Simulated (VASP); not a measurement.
# Al2O3 (R-3c) in VASP: electric field gradients with PBE

Aim: the electric field gradients of Al2O3 with PBE.

Program: VASP 6.6.1. These are calculated values, not measurements. Logs are shortened: lines on timing, memory, paths and dates and some standing lists are left out, and cuts for length are marked.

## 1. The cell of the first run

Symmetry: R-3c, No. 167, trigonal system. The conventional cell has a = 4.805 Å, b = 4.805 Å, c = 13.116 Å, α = 90.00°, β = 90.00°, γ = 120.00°. Within 2.5 Å of Al (site symmetry 3) lie 6 O at 1.87 to 1.99 Å. O (site symmetry 2) has 4 Al at 1.87 to 1.99 Å within 2.5 Å.

## 2. Electric field gradients, PBE

Contents of INCAR:

```
SYSTEM = Al2O3
PREC     = Accurate       ! precision mode
ENCUT    = 520            ! plane-wave cutoff, eV
EDIFF    = 1E-8           ! SCF threshold, eV
ISMEAR   = -1             ! smearing method
SIGMA    = 0.02           ! smearing width, eV
LREAL    = .FALSE.        ! projectors in reciprocal space
LASPH    = .TRUE.         ! aspherical terms in the spheres
NELM     = 60             ! most SCF steps
ALGO     = Normal         ! electronic algorithm
ISIF     = 2              ! what is computed and relaxed
LWAVE    = .FALSE.        ! write WAVECAR
LCHARG   = .FALSE.        ! write CHGCAR
GGA      = PE             ! functional
LEFG     = .TRUE.       
NBANDS   = 35             ! bands
```

Contents of KPOINTS:

```
regular mesh
0
G
  5 5 5
  0 0 0
```

Contents of POSCAR:

```
Al2O3
1.0
    2.4025136104      1.3870918797      4.3720844159
   -2.4025136104      1.3870918797      4.3720844159
    0.0000000000     -2.7741837594      4.3720844159
Al O
4 6
Direct
    0.6479040000      0.6479040000      0.6479040000
    0.8520960000      0.8520960000      0.8520960000
    0.1479040000      0.1479040000      0.1479040000
    0.3520960000      0.3520960000      0.3520960000
    0.4438545000      0.0561455000      0.7500000000
    0.9438545000      0.2500000000      0.5561455000
    0.0561455000      0.7500000000      0.4438545000
    0.7500000000      0.4438545000      0.0561455000
    0.2500000000      0.5561455000      0.9438545000
    0.5561455000      0.9438545000      0.2500000000
```

Potentials or basis: VASP PAW PBE potentials, release 64 (Al, O).

On the command line:

```console
> cat potpaw_PBE.64/Al/POTCAR potpaw_PBE.64/O/POTCAR > POTCAR
> mpirun -np 1 vasp_std > vasp.out
```

OUTCAR:

```text
SYSTEM = Al2O3
   PREC = Accurate
   ENCUT = 520
   EDIFF = 1E-8
   ISMEAR = -1
   LREAL = .FALSE.
   LASPH = .TRUE.
   NELM = 60
   ISIF = 2
   GGA = PE

 ion  position               nearest neighbor table
   1  0.648  0.648  0.648-   6 1.87  10 1.87   9 1.87   5 1.99   7 1.99   8 1.99   2 2.68   4 2.82
                             4 2.82   4 2.82   2 3.25   2 3.25   2 3.25
   2  0.852  0.852  0.852-   9 1.87  10 1.87   6 1.87   5 1.99   8 1.99   7 1.99   1 2.68   3 2.82
                             3 2.82   3 2.82   1 3.25   1 3.25   1 3.25
   3  0.148  0.148  0.148-   8 1.87   5 1.87   7 1.87  10 1.99   9 1.99   6 1.99   4 2.68   2 2.82
                             2 2.82   2 2.82   4 3.25   4 3.25   4 3.25
   4  0.352  0.352  0.352-   7 1.87   5 1.87   8 1.87  10 1.99   6 1.99   9 1.99   3 2.68   1 2.82
                             1 2.82   1 2.82   3 3.25   3 3.25   3 3.25
   5  0.444  0.056  0.750-   3 1.87   4 1.87   1 1.99   2 1.99
   6  0.944  0.250  0.556-   1 1.87   2 1.87   4 1.99   3 1.99
   7  0.056  0.750  0.444-   4 1.87   3 1.87   1 1.99   2 1.99
   8  0.750  0.444  0.056-   3 1.87   4 1.87   2 1.99   1 1.99
   9  0.250  0.556  0.944-   2 1.87   1 1.87   3 1.99   4 1.99
  10  0.556  0.944  0.250-   1 1.87   2 1.87   3 1.99   4 1.99

  LATTYP: Found a trigonal (rhomboedric) cell.
 ALAT       =     5.1779549699
 COS(alpha) =     0.5694286086

  Lattice vectors:

 A1 = (   2.4025136104,   1.3870918797,   4.3720844159)
 A2 = (  -2.4025136104,   1.3870918797,   4.3720844159)
 A3 = (   0.0000000000,  -2.7741837594,   4.3720844159)

Analysis of symmetry for initial positions (statically):
=====================================================================
 Subroutine PRICEL returns:
 Original cell was already a primitive cell.

 Routine SETGRP: Setting up the symmetry group for a
 trigonal (rhombohedral) supercell.

 Subroutine GETGRP returns: Found 12 space group operations
 (whereof  6 operations were pure point group operations)
 out of a pool of 12 trial point group operations.

The static configuration has the point symmetry S_6 .
 The point group associated with its full space group is D_3d.

Analysis of symmetry for dynamics (positions and initial velocities):
=====================================================================
 Subroutine PRICEL returns:
 Original cell was already a primitive cell.

 Routine SETGRP: Setting up the symmetry group for a
 trigonal (rhombohedral) supercell.

 Subroutine GETGRP returns: Found 12 space group operations
 (whereof  6 operations were pure point group operations)
 out of a pool of 12 trial point group operations.

The dynamic configuration has the point symmetry S_6 .
 The point group associated with its full space group is D_3d.

 Subroutine INISYM returns: Found 12 space group operations
 (whereof  6 operations are pure point group operations),
 and found     1 'primitive' translations

----------------------------------------------------------------------------------------

                                     Primitive cell

  volume of cell :      87.4200

  direct lattice vectors                    reciprocal lattice vectors
     2.402513610  1.387091880  4.372084416     0.208115366  0.120155463  0.076241285
    -2.402513610  1.387091880  4.372084416    -0.208115366  0.120155463  0.076241285
     0.000000000 -2.774183759  4.372084416     0.000000000 -0.240310925  0.076241285

  length of vectors
     5.177954970  5.177954970  5.177954970     0.252115201  0.252115201  0.252115201

  position of ions in fractional coordinates (direct lattice)
     0.647904000  0.647904000  0.647904000
     0.852096000  0.852096000  0.852096000
     0.147904000  0.147904000  0.147904000
     0.352096000  0.352096000  0.352096000
     0.443854500  0.056145500  0.750000000
     0.943854500  0.250000000  0.556145500
     0.056145500  0.750000000  0.443854500
     0.750000000  0.443854500  0.056145500
     0.250000000  0.556145500  0.943854500
     0.556145500  0.943854500  0.250000000

  ion indices of the primitive-cell ions
   primitive index   ion index
                 1           1
                 2           2
                 3           3
                 4           4
[... 89 lines left out ...]
   IALGO  =     38    algorithm
   IMIX   =      4    mixing-type and parameters
     AMIX     =   0.40;   BMIX     =  1.00
     AMIX_MAG =   1.60;   BMIX_MAG =  1.00
  volume/ion in A,a.u.               =       8.74        58.99
  Fermi-wavevector in a.u.,A,eV,Ry     =   1.340556  2.533283 24.450898  1.797090
  Thomas-Fermi vector in A             =   2.468859
   LORBIT       =      0    0 simple, 1 ext, 2 COOP (PROOUT), +10 PAW based schemes
   GGA     = PE    functional components
   LHFCALC =     F    Hartree Fock is set to
   AEXX    =    0.0000 exact exchange contribution
   IVDW    =     0    specifies the selected vdW correction
   LEPSILON=     F    determine dielectric tensor
   LRPA    =     F    only Hartree local field effects (RPA)
 non-spin polarized calculation
  energy-cutoff  :      520.00
  volume of cell :       87.42
 maximum number of plane-waves:      2372
   NGX = 19   NGY = 19   NGZ = 19

 number of electron      48.0000009 magnetization

 Free energy of the ion-electron system (eV)
  ---------------------------------------------------
  ext. energy  EPLUGINS =         0.00000000
  ---------------------------------------------------
  free energy    TOTEN  =       -74.81176912 eV

  energy without entropy =      -74.81176912  energy(sigma->0) =      -74.81176912

 E-fermi :   6.3072     XC(G=0): -11.5481

 val. band max:        5.8204992383   @ k =   0.0000   0.0000   0.0000
 cond. band min:      11.6965543648   @ k =   0.0000   0.0000   0.0000
 fundamental gap:      5.8760551266
 Fermi energy:         6.3072027263

 k-point     1 :       0.0000    0.0000    0.0000
  band No.  band energies     occupation
      1     -13.2069      2.00000
      2     -10.9794      2.00000
      3     -10.7138      2.00000
      4     -10.7138      2.00000
      5     -10.4062      2.00000
      6     -10.4062      2.00000
[... 711 lines left out ...]
     34      18.8288      0.00000
     35      19.7815      0.00000

------------------------ aborting loop because EDIFF is reached ----------------------------------------

  FORCE on cell =-STRESS in cart. coord.  units (eV):
  Direction    XX          YY          ZZ          XY          YZ          ZX
  --------------------------------------------------------------------------------------
  -------------------------------------------------------------------------------------
  Total        0.2048151      0.2048151      0.1436187      0.0000000     -0.0000000      0.0000000
  in kB        3.7537175      3.7537175      2.6321510      0.0000000     -0.0000000      0.0000000
  external PRESSURE =       3.3798620 kB  Pullay stress =       0.0000000 kB

 VOLUME and BASIS-vectors are now :
 -----------------------------------------------------------------------------
  energy-cutoff  :      520.00
  volume of cell :       87.42
      direct lattice vectors                 reciprocal lattice vectors
     2.402513610  1.387091880  4.372084416     0.208115366  0.120155463  0.076241285
    -2.402513610  1.387091880  4.372084416    -0.208115366  0.120155463  0.076241285
     0.000000000 -2.774183759  4.372084416     0.000000000 -0.240310925  0.076241285

 POSITION                                       TOTAL-FORCE (eV/Angst)
 -----------------------------------------------------------------------------------
      0.00000      0.00000      8.49807         0.000000     -0.000000     -0.012648
      0.00000      0.00000     11.17631         0.000000     -0.000000      0.012648
      0.00000      0.00000      1.93995         0.000000     -0.000000     -0.012648
      0.00000      0.00000      4.61818         0.000000     -0.000000      0.012648
      0.93148     -1.38709      5.46511        -0.006320     -0.000000     -0.000000
      1.66699      0.11314      7.65115        -0.003160     -0.005473     -0.000000
     -1.66699     -0.11314      5.46511         0.003160      0.005473     -0.000000
      0.73552      1.50023      5.46511         0.003160     -0.005473     -0.000000
     -0.73552     -1.50023      7.65115        -0.003160      0.005473     -0.000000
     -0.93148      1.38709      7.65115         0.006320     -0.000000      0.000000
 -----------------------------------------------------------------------------------
    total drift:                               -0.000000      0.000000     -0.000000

  FREE ENERGIE OF THE ION-ELECTRON SYSTEM (eV)
  ---------------------------------------------------
  free  energy   TOTEN  =       -74.8117691221 eV

  energy  without entropy=      -74.8117691221  energy(sigma->0) =      -74.81176912

 Electric field gradients (V/A^2)
---------------------------------------------------------------------
 ion       V_xx      V_yy      V_zz      V_xy      V_xz      V_yz
---------------------------------------------------------------------
   1      -2.922    -2.922     5.845     0.000    -0.000     0.000
   2      -2.922    -2.922     5.845    -0.000     0.000     0.000
   3      -2.922    -2.922     5.845    -0.000     0.000     0.000
   4      -2.922    -2.922     5.845     0.000    -0.000     0.000
   5       9.546    -6.126    -3.420     0.000    -0.000   -34.195
   6      -2.208     5.628    -3.420     6.786   -29.614    17.098
   7      -2.208     5.628    -3.420     6.786   -29.614    17.098
   8      -2.208     5.628    -3.420    -6.786    29.614    17.098
   9      -2.208     5.628    -3.420    -6.786    29.614    17.098
  10       9.546    -6.126    -3.420    -0.000    -0.000   -34.195
---------------------------------------------------------------------

 Electric field gradients after diagonalization (V/A^2)
 (convention: |V_zz| > |V_xx| > |V_yy|)
----------------------------------------------------------------------
 ion       V_xx      V_yy      V_zz     asymmetry (V_yy - V_xx)/ V_zz
----------------------------------------------------------------------
   1      -2.922    -2.922     5.845       0.000
   2      -2.922    -2.922     5.845       0.000
   3      -2.922    -2.922     5.845       0.000
   4      -2.922    -2.922     5.845       0.000
   5      29.449     9.546   -38.995       0.510
   6      29.449     9.546   -38.995       0.510
   7      29.449     9.546   -38.995       0.510
   8      29.449     9.546   -38.995       0.510
   9      29.449     9.546   -38.995       0.510
  10      29.449     9.546   -38.995       0.510
----------------------------------------------------------------------

           NMR quadrupolar parameters

 Cq : quadrupolar parameter    Cq=e*Q*V_zz/h
 eta: asymmetry parameters     (V_yy - V_xx)/ V_zz
 Q  : nuclear electric quadrupole moment in mb (millibarn)
----------------------------------------------------------------------
 ion       Cq(MHz)       eta       Q (mb)
----------------------------------------------------------------------
   1       0.014       0.000       1.000
   2       0.014       0.000       1.000
   3       0.014       0.000       1.000
   4       0.014       0.000       1.000
   5      -0.094       0.510       1.000
   6      -0.094       0.510       1.000
   7      -0.094       0.510       1.000
   8      -0.094       0.510       1.000
   9      -0.094       0.510       1.000
  10      -0.094       0.510       1.000
----------------------------------------------------------------------
```

Wall time 87 s (1 thread of AMD EPYC 7R43 (Zen 3), shared host); peak memory 0.19 GiB.

Results:

```yaml
Free_energy: -74.8118 eV
Pressure: 0.3 GPa
Largest_force: 0.013 eV/Å
Band_gap_on_the_k_mesh: 5.88 eV, direct
```

Forces in eV/Å, atoms in the order of the input:
```
Al   0.000  0.000 -0.013
Al   0.000  0.000  0.013
Al   0.000  0.000 -0.013
Al   0.000  0.000  0.013
O   -0.006  0.000  0.000
O   -0.003 -0.005  0.000
O    0.003  0.005  0.000
O    0.003 -0.005  0.000
O   -0.003  0.005  0.000
O    0.006  0.000  0.000
```

Electric field gradients, principal values (V/Å²):
```csv
atom,least,middle,greatest (by size)
1 Al,-2.922,-2.922,5.845
2 Al,-2.922,-2.922,5.845
3 Al,-2.922,-2.922,5.845
4 Al,-2.922,-2.922,5.845
5 O,9.546,29.449,-38.995
6 O,9.546,29.449,-38.995
7 O,9.546,29.449,-38.995
8 O,9.546,29.449,-38.995
9 O,9.546,29.449,-38.995
10 O,9.546,29.449,-38.995
```

Caveat: without QUAD_EFG the Cq values of the log hold for a quadrupole moment of 1 mb, not for the nuclei. A hybrid or GW would open this gap; PBE tends to underestimate it.
